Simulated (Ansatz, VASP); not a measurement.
One calculation of Ti, two programs

File INCAR:

```
PREC = Accurate
ENCUT = 520
EDIFF = 1E-6
ISMEAR = 0
SIGMA = 0.15
LREAL = F
LASPH = T
NELM = 100
ALGO = Normal
ISIF = 2
LWAVE = F
LCHARG = F
GGA = PS
NBANDS = 12
```

File KPOINTS:

```
regular mesh
0
Gamma
  26 26 26
```

POSCAR

```
Ti
1.0
   -1.6452439646      1.6452439646      1.6452439646
    1.6452439646     -1.6452439646      1.6452439646
    1.6452439646      1.6452439646     -1.6452439646
Ti
1
Direct
    0.0000000000      0.0000000000      0.0000000000
```

Input for Ansatz:

```yaml
crystal:
  lattice:
    - [-1.6452439646, 1.6452439646, 1.6452439646]
    - [1.6452439646, -1.6452439646, 1.6452439646]
    - [1.6452439646, 1.6452439646, -1.6452439646]
  atoms:
    - { symbol: Ti, position: [0.0, 0.0, 0.0] }
basis:
  ecutwfc: 420
kpoints:
  mp_grid: { grid: [26, 26, 26] }
hamiltonian:
  xc: pbesol
scf:
  occupations: { method: gaussian, width: 0.15 }
output:
  forces: true
  stress: true
  eigenvalues: true
```

Change from the starting cell: strain +0.025 along x and y, +0.025 along z, atoms carried along.

Alike in both runs: task single point; functional PBEsol; k mesh 26 × 26 × 26; occupations gaussian, width 0.15 eV; no spin polarisation.

|  | VASP | Ansatz |
| --- | --- | --- |
| version | VASP 6.6.1 | Ansatz 0.2.0 |
| potentials or method | VASP PAW PBE potentials, release 64 (Ti_sv), cutoff 520 eV | scalar-relativistic, plane waves, PAW |
| valence electrons in the cell | 12 | 12 |

Ansatz gave:

* gap on the k mesh at the Fermi level (eV): none
* pressure (GPa): -7.3

Problem. What did VASP give for the same quantities?

Solution. gap on the k mesh at the Fermi level (eV): none; pressure (GPa): -7.5.

VASP's potentials were made for PBE, not for PBEsol. A gap of «none» marks a metal or a gap that the smearing closes. With one functional, cell and mesh, what is left measures potentials, basis and numerics.
